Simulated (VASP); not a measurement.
# NaCuH3 (Pm-3m) in VASP: settings compared, part 2 of 2

VASP 6.6.1. The steps go on from the part before.

### Step 4. Relaxation of cell and atoms, PBE

This run uses another cell than the first one, of 8.60 Å³/atom, 0.909 times its volume.

File INCAR:

```
SYSTEM = NaCuH3
PREC = Accurate
ENCUT = 600
EDIFF = 1E-7
ISMEAR = -1
SIGMA = 0.15
LREAL = .False.
LASPH = .True.
NELM = 120
ALGO = Normal
ISIF = 3
LWAVE = .False.
LCHARG = .False.
GGA = PE
IBRION = 2
NSW = 80
EDIFFG = -0.001
GGA_COMPAT = .False.
NELMIN = 4
```

File KPOINTS:

```
Automatic mesh
0
Gamma
  10 10 10
  0 0 0
```

File POSCAR:

```
NaCuH3
1.0
    3.5038290346      0.0000000000      0.0000000000
    0.0000000000      3.5038290346      0.0000000000
    0.0000000000      0.0000000000      3.5038290346
Na Cu H
1 1 3
Direct
    0.0000000000      0.0000000000      0.0000000000
    0.5000000000      0.5000000000      0.5000000000
    0.0000000000      0.5000000000      0.5000000000
    0.5000000000      0.0000000000      0.5000000000
    0.5000000000      0.5000000000      0.0000000000
```

Potentials or basis: VASP PAW PBE potentials, release 64 (Na_pv, Cu, H).

Run with:

```console
$ cat potpaw_PBE.64/Na_pv/POTCAR potpaw_PBE.64/Cu/POTCAR potpaw_PBE.64/H/POTCAR > POTCAR
$ mpirun -np 1 vasp_std > vasp.out
```

OUTCAR:

```text
SYSTEM = NaCuH3
   PREC = Accurate
   ENCUT = 600
   EDIFF = 1E-7
   ISMEAR = -1
   LREAL = .False.
   LASPH = .True.
   NELM = 120
   ISIF = 3
   GGA = PE
   IBRION = 2
   NSW = 80
   EDIFFG = -0.001
   NELMIN = 4

 ion  position               nearest neighbor table
   1  0.000  0.000  0.000-
   2  0.500  0.500  0.500-   3 1.75   4 1.75   5 1.75   5 1.75   4 1.75   3 1.75
   3  0.000  0.500  0.500-   2 1.75   2 1.75
   4  0.500  0.000  0.500-   2 1.75   2 1.75
   5  0.500  0.500  0.000-   2 1.75   2 1.75

  LATTYP: Found a simple cubic cell.
 ALAT       =     3.5038290346

  Lattice vectors:

 A1 = (   3.5038290346,   0.0000000000,   0.0000000000)
 A2 = (   0.0000000000,   3.5038290346,   0.0000000000)
 A3 = (   0.0000000000,   0.0000000000,   3.5038290346)

Analysis of symmetry for initial positions (statically):
=====================================================================
 Subroutine PRICEL returns:
 Original cell was already a primitive cell.

 Routine SETGRP: Setting up the symmetry group for a
 simple cubic supercell.

 Subroutine GETGRP returns: Found 48 space group operations
 (whereof 48 operations were pure point group operations)
 out of a pool of 48 trial point group operations.

The static configuration has the point symmetry O_h .

Analysis of symmetry for dynamics (positions and initial velocities):
=====================================================================
 Subroutine PRICEL returns:
 Original cell was already a primitive cell.

 Routine SETGRP: Setting up the symmetry group for a
 simple cubic supercell.

 Subroutine GETGRP returns: Found 48 space group operations
 (whereof 48 operations were pure point group operations)
 out of a pool of 48 trial point group operations.

The dynamic configuration has the point symmetry O_h .

 Subroutine INISYM returns: Found 48 space group operations
 (whereof 48 operations are pure point group operations),
[... 142 lines left out ...]

 number of electron      21.0000001 magnetization

 Free energy of the ion-electron system (eV)
  ---------------------------------------------------
  ext. energy  EPLUGINS =         0.00000000
  ---------------------------------------------------
  free energy    TOTEN  =       -15.33802228 eV

  energy without entropy =      -15.30005057  energy(sigma->0) =      -15.31903643

------------------------ aborting loop because EDIFF is reached ----------------------------------------

  FORCE on cell =-STRESS in cart. coord.  units (eV):
  Direction    XX          YY          ZZ          XY          YZ          ZX
  --------------------------------------------------------------------------------------
  -------------------------------------------------------------------------------------
  Total        0.0620343      0.0620343      0.0620343      0.0000000      0.0000000     -0.0000000
  in kB        2.3105423      2.3105423      2.3105423      0.0000000      0.0000000     -0.0000000
  external PRESSURE =       2.3105423 kB  Pullay stress =       0.0000000 kB
[... 104 lines left out ...]
--------------------------------------- Ionic step        4  -------------------------------------------

 number of electron      20.9999998 magnetization

 Free energy of the ion-electron system (eV)
  ---------------------------------------------------
  ext. energy  EPLUGINS =         0.00000000
  ---------------------------------------------------
  free energy    TOTEN  =       -15.33812882 eV

  energy without entropy =      -15.30001087  energy(sigma->0) =      -15.31906985

 E-fermi :   2.9339     XC(G=0):  -9.8264

 val. band max:        2.8092158509   @ k =   0.3000   0.2000   0.2000
 cond. band min:       2.9524924302   @ k =   0.4000   0.2000   0.2000
 fundamental gap:      0.1432765794
 Fermi energy:         2.9338794116

 k-point     1 :       0.0000    0.0000    0.0000
  band No.  band energies     occupation
      1     -20.7750      2.00000
      2     -20.7750      2.00000
      3     -20.7750      2.00000
      4      -6.2583      2.00000
      5      -2.4280      2.00000
      6      -2.4280      2.00000
      7      -0.2417      2.00000
      8      -0.2417      2.00000
      9      -0.2417      2.00000
     10       5.0179      0.00000
     11       5.0179      0.00000
     12       8.0134      0.00000
     13       8.0134      0.00000
     14       8.0134      0.00000
[... 377 lines left out ...]
      1     -20.8049      2.00000
      2     -20.7766      2.00000
      3     -20.7759      2.00000
      4      -5.1282      2.00000
      5      -2.2941      2.00000
      6      -2.2384      2.00000
      7      -0.3669      2.00000
      8      -0.3609      2.00000
      9      -0.2632      2.00000
     10       1.4110      1.99992
     11       4.3378      0.00017
     12       7.6025      0.00000
     13      10.0806      0.00000
     14      10.5560      0.00000

 [... further k-points ...]

------------------------ aborting loop because EDIFF is reached ----------------------------------------

  FORCE on cell =-STRESS in cart. coord.  units (eV):
  Direction    XX          YY          ZZ          XY          YZ          ZX
  --------------------------------------------------------------------------------------
  -------------------------------------------------------------------------------------
  Total       -0.0009207     -0.0009207     -0.0009207      0.0000000      0.0000000      0.0000000
  in kB       -0.0341758     -0.0341758     -0.0341758      0.0000000      0.0000000      0.0000000
  external PRESSURE =      -0.0341758 kB  Pullay stress =       0.0000000 kB
[... 20 lines left out ...]
  FREE ENERGIE OF THE ION-ELECTRON SYSTEM (eV)
  ---------------------------------------------------
  free  energy   TOTEN  =       -15.3381288233 eV

  energy  without entropy=      -15.3000108678  energy(sigma->0) =      -15.31906985

 reached required accuracy - stopping structural energy minimisation
```

CONTCAR:

```text
NaCuH3
   1.00000000000000
     3.5078776633403717    0.0000000000000000   -0.0000000000000000
     0.0000000000000000    3.5078776633403717    0.0000000000000000
     0.0000000000000000    0.0000000000000000    3.5078776633403721
  Na              Cu              H
     1     1     3
Direct
     0.0000000000000000    0.0000000000000000    0.0000000000000000
     0.5000000000000000    0.5000000000000000    0.5000000000000000
     0.0000000000000000    0.5000000000000000    0.5000000000000000
     0.5000000000000000    0.0000000000000000    0.5000000000000000
     0.5000000000000000    0.5000000000000000    0.0000000000000000

  0.00000000E+00  0.00000000E+00  0.00000000E+00
  0.00000000E+00  0.00000000E+00  0.00000000E+00
  0.00000000E+00  0.00000000E+00  0.00000000E+00
  0.00000000E+00  0.00000000E+00  0.00000000E+00
  0.00000000E+00  0.00000000E+00  0.00000000E+00
```

Wall time 2.3 min (1 thread of Intel Xeon 8259CL, shared host); peak memory 0.19 GiB.

Results:

```
Free energy                            : -15.3381 eV
Relaxed volume                         : 8.63 Å³/atom
Relaxed cell                           : a = 3.508 Å, b = 3.508 Å, c = 3.508 Å, α = 90.00°, β = 90.00°, γ = 90.00°
Space group after relaxing (to 0.05 Å) : Pm-3m (No. 221)
Energy gained by relaxing              : 0.0 meV/atom
Ionic steps                            : 4
Pressure after relaxing                : 0.0 GPa
```

The path:
| step | energy change (eV) | largest force (eV/Å) | pressure (GPa) | volume (Å³) |
| --- | --- | --- | --- | --- |
| 1 | 0.0000 | 0.0000 | 0.23 | 43.02 |
| 2 | -0.0001 | 0.0000 | 0.11 | 43.09 |
| 3 | -0.0001 | 0.0000 | -0.04 | 43.19 |
| 4 | -0.0001 | 0.0000 | 0.00 | 43.17 |

Final structure:
```
CELL_PARAMETERS angstrom
3.50788 0.00000 0.00000
0.00000 3.50788 0.00000
0.00000 0.00000 3.50788
ATOMIC_POSITIONS crystal
Na 0.00000 0.00000 0.00000
Cu 0.50000 0.50000 0.50000
H 0.00000 0.50000 0.50000
H 0.50000 0.00000 0.50000
H 0.50000 0.50000 0.00000
```

Levels at points of the mesh, in eV from the Fermi level:
```csv
k point,band 9,band 10,band 11,band 12,band 13,band 14
"(0.00, 0.00, 0.00)",-3.18,2.08,2.08,5.08,5.08,5.08
"(0.50, 0.00, 0.00)",-3.16,-3.01,2.55,6.66,6.66,6.99
"(0.50, 0.50, 0.00)",-3.31,-3.26,-2.27,3.55,8.34,8.88
"(0.50, 0.50, 0.50)",-3.59,-3.25,-3.25,1.13,5.04,5.04
```

### Step 5. The runs side by side

```tsv
task	level	U	cell	smearing	gap on the mesh (eV)	pressure (GPa)
single point	PBE+U	Cu d U = 3.0 eV	a = 3.617 Å, 5 atoms	gaussian 0.1 eV	none	-5.2
relaxation of cell and atoms	PBE	-	relaxed from a = 3.504 Å, 5 atoms	gaussian 0.1 eV	none	0.2
relaxation of cell and atoms	PBE	-	relaxed from a = 3.504 Å, 5 atoms	fermi-dirac 0.15 eV	none	0.0
```

Alike in all rows: potentials or basis VASP PAW PBE potentials, release 64 (Na_pv, Cu, H); no spin polarisation; k mesh 10 × 10 × 10; cutoff (eV) 600.

Caveats: U without spin polarisation on a metal has little footing (some runs); the U is typed as a test and isn't derived for this compound (some runs); the relaxation stopped at its first step, so nothing moved (some runs).

Absolute energies hang on the potentials; compare differences alone.
